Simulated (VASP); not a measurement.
Set up this calculation in VASP 6.6.1, as the native input.

- Task: single point
- Functional: r2SCAN
- Potentials or basis: VASP PAW PBE potentials, release 64 (B, As, In_d)
- Cutoff: 520 eV
- k mesh: 10 × 10 × 10
- Occupations: fermi-dirac, width 0.02 eV
- Spin: no spin polarisation
- Dipole correction: no
- Further INCAR settings: ALGO = Normal; EDIFF = 1e-06; NBANDS = 26

The system is InB2As3.

```xyz
6
Lattice="-1.8072 1.8072 8.2142 1.8072 -1.8072 8.2142 1.8072 1.8072 -8.2142" Properties=species:S:1:pos:R:3 pbc="T T T"
B     0.0000    0.0000   13.4854
B     0.0000    0.0000    2.9429
As    1.8072    0.0000    4.1071
As    0.0000    1.8072    1.8123
As    0.0000    1.8072    6.4018
In    0.0000    0.0000    8.2142
```

These files were run (other wordings do the same):

POSCAR

```
InB2As3
1.0
   -1.8072249569      1.8072249569      8.2141680077
    1.8072249569     -1.8072249569      8.2141680077
    1.8072249569      1.8072249569     -8.2141680077
B As In
2 3 1
Direct
    0.8208620933      0.8208620933      0.0000000000
    0.1791379067      0.1791379067      0.0000000000
    0.2500000000      0.7500000000      0.5000000000
    0.6103167147      0.1103167147      0.5000000000
    0.8896832853      0.3896832853      0.5000000000
    0.5000000000      0.5000000000      0.0000000000
```

INCAR.step1

```
PREC = Accurate ; ENCUT = 520
ISMEAR = -1 ; SIGMA = 0.02
LREAL = F ; LASPH = T
NELM = 60 ; NBANDS = 26
GGA = PE ; ALGO = Normal
EDIFF = 1E-4 ; LWAVE = T
LCHARG = F
```

INCAR.step2

```
PREC = Accurate ; ENCUT = 520
EDIFF = 1E-6 ; ISMEAR = -1
SIGMA = 0.02 ; LREAL = F
LASPH = T ; NELM = 60
ALGO = Normal ; ISIF = 2
LWAVE = F ; LCHARG = F
METAGGA = R2SCAN ; LMIXTAU = T
NBANDS = 26 ; ISTART = 1
```

KPOINTS

```
Automatic mesh
0
Gamma
  10 10 10
```

Potentials or basis: VASP PAW PBE potentials, release 64 (B, As, In_d).

Launch:

```bash
$ cat potpaw_PBE.64/B/POTCAR potpaw_PBE.64/As/POTCAR potpaw_PBE.64/In_d/POTCAR > POTCAR
$ cp INCAR.step1 INCAR
$ mpirun -np 1 vasp_std > vasp.out
$ cp INCAR.step2 INCAR
$ mpirun -np 1 vasp_std > vasp.out
```

It gave:

```
Pressure               : 0.1 GPa
Largest force          : 0.006 eV/Å
Band gap on the k mesh : 0.27 eV
```

Caveat: semilocal functionals underestimate gaps, and a narrow one can read as zero; the PAW data sets were made with another functional, which shifts forces and pressure a little; spin-orbit coupling is left out, which moves the levels of the heavy elements.

It took 27 min on 1 thread of Intel(R) Xeon(R) 6975P-C (Granite Rapids), on a shared host, peak memory 0.82 GiB.
